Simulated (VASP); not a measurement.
Set up this calculation in VASP 6.6.1, as the native input.

| Property | Result |
| --- | --- |
| Task | single point |
| Functional | B3LYP |
| Dispersion | D3(BJ) |
| Potentials or basis | VASP PAW PBE potentials, release 64 (S, Mg) |
| Cutoff | 520 eV |
| k mesh | 5 × 5 × 5 |
| Occupations | fermi-dirac, width 0.05 eV |
| Spin | no spin polarisation |
| Dipole correction | no |
| Grid for exact exchange (PRECFOCK) | Normal |
| Further INCAR settings | ALGO = Normal; EDIFF = 1e-06; NBANDS = 11 |
| Share of exact exchange | 0.2 |

The system is MgS.

```
S Mg
1.0
     0.00000    2.60165    2.60165
     2.60165    0.00000    2.60165
     2.60165    2.60165    0.00000
S Mg
1 1
Direct
  0.50000 0.50000 0.50000
  0.00000 0.00000 0.00000
```

These files were run (other wordings do the same):

POSCAR

```
MgS
1.0
    0.0000000000      2.6016500000      2.6016500000
    2.6016500000      0.0000000000      2.6016500000
    2.6016500000      2.6016500000      0.0000000000
S Mg
1 1
Direct
    0.5000000000      0.5000000000      0.5000000000
    0.0000000000      0.0000000000      0.0000000000
```

INCAR.step1

```
ALGO = Normal ; EDIFF = 1E-5
ENCUT = 520 ; GGA = PE
GGA_COMPAT = F ; ISIF = 2
ISMEAR = -1 ; LASPH = T
LCHARG = F ; LREAL = F
LWAVE = T ; NBANDS = 11
NELM = 120 ; PREC = Accurate
SIGMA = 0.05
```

INCAR.step2

```
AEXX = 0.2 ; AGGAC = 0.81
AGGAX = 0.72 ; ALDAC = 0.19
ALGO = Normal ; EDIFF = 1E-6
ENCUT = 520 ; GGA = B3
GGA_COMPAT = F ; ISIF = 2
ISMEAR = -1 ; ISTART = 1
IVDW = 12 ; LASPH = T
LCHARG = F ; LHFCALC = T
LREAL = F ; LWAVE = F
NBANDS = 11 ; NELM = 120
PREC = Accurate ; PRECFOCK = Normal
SIGMA = 0.05
```

KPOINTS

```
k-points
0
Gamma
  5 5 5
```

Potentials or basis: VASP PAW PBE potentials, release 64 (S, Mg).

Run with:

```bash
$ cat potpaw_PBE.64/S/POTCAR potpaw_PBE.64/Mg/POTCAR > POTCAR
$ cp INCAR.step1 INCAR
$ mpirun -np 1 vasp_std > vasp.out
$ cp INCAR.step2 INCAR
$ mpirun -np 1 vasp_std > vasp.out
```

Results of the run:

The pressure is -4.5 GPa and the band gap on the k mesh is 4.65 eV (least direct gap 5.33 eV). The dispersion energy per atom is -0.665 eV.

Caveat: three body term missing; the cell stands under tension; the PAW data sets were made with another functional, which shifts forces and pressure a little; an odd mesh through Γ misses points on the zone boundary, where band edges can lie.

Wall time 3.5 min on 1 thread of Intel(R) Xeon(R) Platinum 8559C (Emerald Rapids), on a shared host, peak memory 0.17 GiB.
